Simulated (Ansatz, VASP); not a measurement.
**GaP: VASP beside Ansatz**

```
CELL_PARAMETERS angstrom
0.00000 2.75250 2.72525
2.75250 0.00000 2.72525
2.75250 2.75250 0.00000
ATOMIC_POSITIONS crystal
Ga 0.00000 0.00000 0.00000
P 0.75000 0.75000 0.75000
```

Change from the starting cell: equal xx and yy strain of +1 %.

Alike in both runs: task single point; functional PBEsol; k mesh 12 × 12 × 12; occupations fermi-dirac, width 0.08 eV; no spin polarisation.

|  | VASP | Ansatz |
| --- | --- | --- |
| version | VASP 6.6.1 | Ansatz 0.2.0 |
| potentials or method | VASP PAW PBE potentials, release 64 (Ga_d, P), cutoff 520 eV | all-electron LAPW, scalar-relativistic |

|  | VASP | Ansatz | Ansatz less VASP |
| --- | --- | --- | --- |
| pressure (GPa) | -2.2 | -2.1 | +0.07 |
| traceless stress, the component that is largest in VASP (GPa) | 0.48 | 0.48 | -0.001 |

VASP's potentials were made for PBE, not for PBEsol. Ansatz ran all-electron here, and VASP with PAW potentials.
